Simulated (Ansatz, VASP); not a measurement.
# CdSe in VASP and in Ansatz

```
Cd Se
1.0
     0.00000    3.07857    3.07857
     3.07857    0.00000    3.07857
     3.34169    3.34169   -0.26312
Cd Se
1 1
Direct
  0.00000 0.00000 0.00000
  0.75000 0.75000 0.75000
```

Alike in both runs: task single point; functional PBE; k mesh 10 × 10 × 10; occupations gaussian, width 0.05 eV; no spin polarisation.

|  | VASP | Ansatz |
| --- | --- | --- |
| version | VASP 6.6.1 | Ansatz 0.2.0 |
| potentials or method | VASP PAW PBE potentials, release 64 (Cd, Se), cutoff 520 eV | scalar-relativistic, plane waves, PAW |
| valence electrons in the cell | 18 | 36 |

Ansatz gave:

| Property | Result |
| --- | --- |
| gap on the k mesh at the Fermi level (eV) | 0.33 |
| least direct gap on the mesh (eV) | 0.33 |
| pressure (GPa) | -2.8 |
| traceless stress, the component that is largest in VASP (GPa) | -1.58 |
| rms of the force components (eV/Å) | 0.049 |

Problem. What did VASP give for the same quantities?

Solution. gap on the k mesh at the Fermi level (eV): 0.32; least direct gap on the mesh (eV): 0.32; pressure (GPa): -2.6; traceless stress, the component that is largest in VASP (GPa): -1.62; rms of the force components (eV/Å): 0.059.

Atom by atom the forces differ by 0.010 eV/Å (rms over components). The functional is the same, so the differences come from potentials, cutoffs and numerics. VASP's potentials hold 18 valence electrons a cell and Ansatz's 36, so a difference there can come from the potentials and not from the codes.
